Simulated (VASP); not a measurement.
# BeS (F-43m) in VASP: elastic constants with r2SCAN

Aim: the elastic constants of BeS with r2SCAN.

All numbers are computed with VASP 6.6.1; they aren't measurements. Logs are shortened: lines on timing, memory, paths and dates and some standing lists are left out, and cuts for length are marked.

**1. The cell of the first run**

Symmetry: F-43m, No. 216, cubic system. The conventional cell has a = 4.674 Å, b = 4.674 Å, c = 4.674 Å, α = 90.00°, β = 90.00°, γ = 90.00°. Within 2.7 Å of Be (site symmetry -43m) lie 4 S at 2.02 Å. S (site symmetry -43m) has 4 Be at 2.02 Å within 2.7 Å.

**2. Elastic constants, r2SCAN**

The input, INCAR:

```
PREC = Accurate
ENCUT = 600
EDIFF = 1E-8
ISMEAR = 0
SIGMA = 0.01
LREAL = F
LASPH = T
NELM = 100
ALGO = Normal
ISIF = 3
LWAVE = F
LCHARG = F
METAGGA = R2SCAN
LMIXTAU = T
IBRION = 6
NFREE = 2
POTIM = 0.015
NSW = 1
```

The input, KPOINTS:

```
Automatic mesh
0
Gamma
  8 8 8
```

The input, POSCAR:

```
BeS
1.0
    0.0000000000      2.3371294598      2.3371294598
    2.3371294598      0.0000000000      2.3371294598
    2.3371294598      2.3371294598      0.0000000000
Be S
1 1
Direct
    0.0000000000      0.0000000000      0.0000000000
    0.7500000000      0.7500000000      0.7500000000
```

Potentials or basis: VASP PAW PBE potentials, release 64 (Be, S).

Launch:

```bash
> cat potpaw_PBE.64/Be/POTCAR potpaw_PBE.64/S/POTCAR > POTCAR
> mpirun -np 1 vasp_std > vasp.out
```

OUTCAR:

```text
PREC = Accurate
   ENCUT = 600
   EDIFF = 1E-8
   ISMEAR = 0
   LREAL = F
   LASPH = T
   NELM = 100
   ISIF = 3
   METAGGA = R2SCAN
   IBRION = 6
   NFREE = 2
   POTIM = 0.015
   NSW = 1

 ion  position               nearest neighbor table
   1  0.000  0.000  0.000-   2 2.02   2 2.02   2 2.02   2 2.02
   2  0.750  0.750  0.750-   1 2.02   1 2.02   1 2.02   1 2.02

  LATTYP: Found a face centered cubic cell.
 ALAT       =     4.6742589196

  Lattice vectors:

 A1 = (   0.0000000000,   2.3371294598,   2.3371294598)
 A2 = (   2.3371294598,   0.0000000000,   2.3371294598)
 A3 = (   2.3371294598,   2.3371294598,   0.0000000000)

Analysis of symmetry for initial positions (statically):
=====================================================================
 Subroutine PRICEL returns:
 Original cell was already a primitive cell.

 Routine SETGRP: Setting up the symmetry group for a
 face centered cubic supercell.

 Subroutine GETGRP returns: Found 24 space group operations
 (whereof 24 operations were pure point group operations)
 out of a pool of 48 trial point group operations.

The static configuration has the point symmetry T_d .

Analysis of symmetry for dynamics (positions and initial velocities):
=====================================================================
 Subroutine PRICEL returns:
 Original cell was already a primitive cell.

 Routine SETGRP: Setting up the symmetry group for a
 face centered cubic supercell.

 Subroutine GETGRP returns: Found 24 space group operations
 (whereof 24 operations were pure point group operations)
 out of a pool of 48 trial point group operations.

The dynamic configuration has the point symmetry T_d .

 Subroutine INISYM returns: Found 24 space group operations
 (whereof 24 operations are pure point group operations),
 and found     1 'primitive' translations

----------------------------------------------------------------------------------------

                                     Primitive cell

  volume of cell :      25.5316

  direct lattice vectors                    reciprocal lattice vectors
     0.000000000  2.337129460  2.337129460    -0.213937657  0.213937657  0.213937657
     2.337129460  0.000000000  2.337129460     0.213937657 -0.213937657  0.213937657
     2.337129460  2.337129460  0.000000000     0.213937657  0.213937657 -0.213937657

  length of vectors
     3.305200179  3.305200179  3.305200179     0.370550891  0.370550891  0.370550891

  position of ions in fractional coordinates (direct lattice)
     0.000000000  0.000000000  0.000000000
     0.750000000  0.750000000  0.750000000

  ion indices of the primitive-cell ions
   primitive index   ion index
                 1           1
                 2           2

----------------------------------------------------------------------------------------

 KPOINTS: Automatic mesh

Automatic generation of k-mesh.
 Grid dimensions read from file:
 generate k-points for:    8    8    8

 Generating k-lattice:

  Cartesian coordinates                     Fractional coordinates (reciprocal lattice)
    -0.026742207  0.026742207  0.026742207     0.125000000  0.000000000  0.000000000
     0.026742207 -0.026742207  0.026742207     0.000000000  0.125000000  0.000000000
     0.026742207  0.026742207 -0.026742207     0.000000000  0.000000000  0.125000000
[... 108 lines left out ...]

------------------------ aborting loop because EDIFF is reached ----------------------------------------

  FORCE on cell =-STRESS in cart. coord.  units (eV):
  Direction    XX          YY          ZZ          XY          YZ          ZX
  --------------------------------------------------------------------------------------
  -------------------------------------------------------------------------------------
  Total        2.4336993      2.4336993      2.4336993      0.0000000      0.0000000      0.0000000
  in kB      152.7211510    152.7211510    152.7211510      0.0000000      0.0000000      0.0000000
  external PRESSURE =     152.7211510 kB  Pullay stress =       0.0000000 kB
[... 89 lines left out ...]
  FREE ENERGIE OF THE ION-ELECTRON SYSTEM (eV)
  ---------------------------------------------------
  free  energy   TOTEN  =       -14.5989055159 eV

  energy  without entropy=      -14.5989055159  energy(sigma->0) =      -14.59890552

[... ionic steps 4 to 14 ...]

--------------------------------------- Ionic step       15  -------------------------------------------

 number of electron       7.9999999 magnetization

------------------------ aborting loop because EDIFF is reached ----------------------------------------
[... 67 lines left out ...]
--------------------------------------- Ionic step       17  -------------------------------------------

 number of electron       8.0000000 magnetization

 Free energy of the ion-electron system (eV)
  ---------------------------------------------------
  ext. energy  EPLUGINS =         0.00000000
  ---------------------------------------------------
  free energy    TOTEN  =       -14.63813025 eV

  energy without entropy =      -14.63813025  energy(sigma->0) =      -14.63813025

 E-fermi :   5.3550     XC(G=0): -10.6747

 val. band max:        5.2500175246   @ k =   0.0000   0.0000   0.0000
 cond. band min:       8.4824265674   @ k =   0.5000   0.5000   0.0000
 fundamental gap:      3.2324090428
 Fermi energy:         5.3549581785

 k-point     1 :       0.0000    0.0000    0.0000
  band No.  band energies     occupation
      1      -9.9359      2.00000
      2       5.1307      2.00000
      3       5.1920      2.00000
      4       5.2500      2.00000
      5      11.3295      0.00000
      6      11.3475      0.00000
      7      11.3695      0.00000
      8      12.9234      0.00000
[... 243 lines left out ...]
 k-point    24 :      -0.3750    0.2500    0.1250
  band No.  band energies     occupation
      1      -7.5731      2.00000
      2      -0.9298      2.00000
      3       1.9604      2.00000
      4       2.9654      2.00000
      5      11.7061      0.00000
      6      12.6569      0.00000
      7      15.5559      0.00000
      8      16.9385      0.00000

 [... further k-points ...]

------------------------ aborting loop because EDIFF is reached ----------------------------------------

  FORCE on cell =-STRESS in cart. coord.  units (eV):
  Direction    XX          YY          ZZ          XY          YZ          ZX
  --------------------------------------------------------------------------------------
  -------------------------------------------------------------------------------------
  Total        2.4342846      2.4371521      2.4371521      0.0000000     -0.1182055      0.0000000
  in kB      152.7578811    152.9378282    152.9378282      0.0000000     -7.4177111      0.0000000
  external PRESSURE =     152.8778458 kB  Pullay stress =       0.0000000 kB
[... 17 lines left out ...]
  FREE ENERGIE OF THE ION-ELECTRON SYSTEM (eV)
  ---------------------------------------------------
  free  energy   TOTEN  =       -14.6381302459 eV

  energy  without entropy=      -14.6381302459  energy(sigma->0) =      -14.63813025

 INTERNAL STRAIN TENSORS FROM STRAINED CELLS
 ============================================

 INTERNAL STRAIN TENSOR FOR ION    1 for displacements in x,y,z  (eV/Angst):
          X           Y           Z          XY          YZ          ZX
  --------------------------------------------------------------------------------
  x    -0.00000     0.00000    -0.00000     0.00000    -7.88077    -0.00000
  y    -0.00000     0.00000    -0.00000    -0.00000    -0.00000    -7.88107
  z    -0.00000    -0.00000    -0.00000    -7.88092    -0.00000    -0.00000

 INTERNAL STRAIN TENSORS FROM DISPLACED ATOMS
 ============================================

 INTERNAL STRAIN TENSOR FOR ION    1 for displacements in x,y,z  (eV/Angst):
          X           Y           Z          XY          YZ          ZX
  --------------------------------------------------------------------------------
  x     0.00000    -0.00000    -0.00000     0.00000    -7.88214     0.00000
  y     0.00000    -0.00000     0.00000     0.00000     0.00000    -7.88214
  z    -0.00000    -0.00000     0.00000    -7.88214     0.00000     0.00000

 INTERNAL STRAIN TENSOR FOR ION    2 for displacements in x,y,z  (eV/Angst):
          X           Y           Z          XY          YZ          ZX
  --------------------------------------------------------------------------------
  x     0.00000     0.00000     0.00000     0.00000     7.87951     0.00000
  y     0.00000    -0.00000     0.00000     0.00000     0.00000     7.87951
  z     0.00000     0.00000     0.00000     7.87951     0.00000     0.00000

 Eigenvectors and eigenvalues of the dynamical matrix
 ----------------------------------------------------

   1 f  =   19.800494 THz   124.410171 2PiTHz  660.473374 cm-1    81.888225 meV
             X         Y         Z           dx          dy          dz
      0.000000  0.000000  0.000000     0.883524    0.000000    0.000000
      3.505694  3.505694  3.505694    -0.468387    0.000000    0.000000
[... 21 lines left out ...]
   6 f/i=    0.000486 THz     0.003056 2PiTHz    0.016223 cm-1     0.002011 meV
             X         Y         Z           dx          dy          dz
      0.000000  0.000000  0.000000    -0.172980   -0.408017    0.151611
      3.505694  3.505694  3.505694    -0.326295   -0.769648    0.285985

--------------------------------------------------------------------------------------------------------

 ELASTIC MODULI CONTR FROM IONIC RELAXATION (kBar)
 Direction    XX          YY          ZZ          XY          YZ          ZX
 --------------------------------------------------------------------------------
 XX          -0.0000     -0.0000     -0.0000     -0.0000      0.0000      0.0000
 YY          -0.0000     -0.0000     -0.0000     -0.0000     -0.0000     -0.0000
 ZZ          -0.0000     -0.0000     -0.0000      0.0000     -0.0000      0.0000
 XY          -0.0000     -0.0000      0.0000   -345.3383      0.0000      0.0000
 YZ           0.0000     -0.0000     -0.0000      0.0000   -345.3383      0.0000
 ZX           0.0000     -0.0000      0.0000      0.0000      0.0000   -345.3383
 --------------------------------------------------------------------------------

 TOTAL ELASTIC MODULI (kBar)
 Direction    XX          YY          ZZ          XY          YZ          ZX
 --------------------------------------------------------------------------------
 XX        2056.3374    983.8118    983.8118      0.0000      0.0000     -0.0000
 YY         983.8118   2056.3374    983.8118     -0.0000     -0.0000     -0.0000
 ZZ         983.8118    983.8118   2056.3374      0.0000     -0.0000      0.0000
 XY           0.0000     -0.0000      0.0000   1044.1952      0.0000      0.0000
 YZ           0.0000     -0.0000     -0.0000      0.0000   1044.1952      0.0000
 ZX          -0.0000     -0.0000      0.0000      0.0000      0.0000   1044.1952
 --------------------------------------------------------------------------------
```

It took 33 min on 1 thread of Intel Xeon Platinum 8259CL at 2.50GHz (Skylake/Cascade Lake), shared host; peak memory 0.23 GiB.

Results:

* Elastic constants C11, C12, C44: 206, 98, 104 GPa
* Voigt bulk modulus: 134 GPa
* Highest phonon frequency at Γ, LO-TO splitting left out: 660 cm⁻¹

Phonon frequencies in cm⁻¹ (negative: imaginary):
```tsv
q point	frequencies
(0.000, 0.000, 0.000)	0 0 0 660 660 660
```

Elastic tensor in Voigt notation (GPa, in the Cartesian axes of the cell as first typed):
```
206  98  98   0   0   0
 98 206  98   0   0   0
 98  98 206   0   0   0
  0   0   0 104   0   0
  0   0   0   0 104   0
  0   0   0   0   0 104
```

Clamped-ion elastic tensor (GPa):
```
206  98  98   0   0   0
 98 206  98   0   0   0
 98  98 206   0   0   0
  0   0   0 139   0   0
  0   0   0   0 139   0
  0   0   0   0   0 139
```

Caveat: the cell is under stress, which shifts elastic constants; the PAW data sets were made with another functional, which shifts forces and pressure a little.
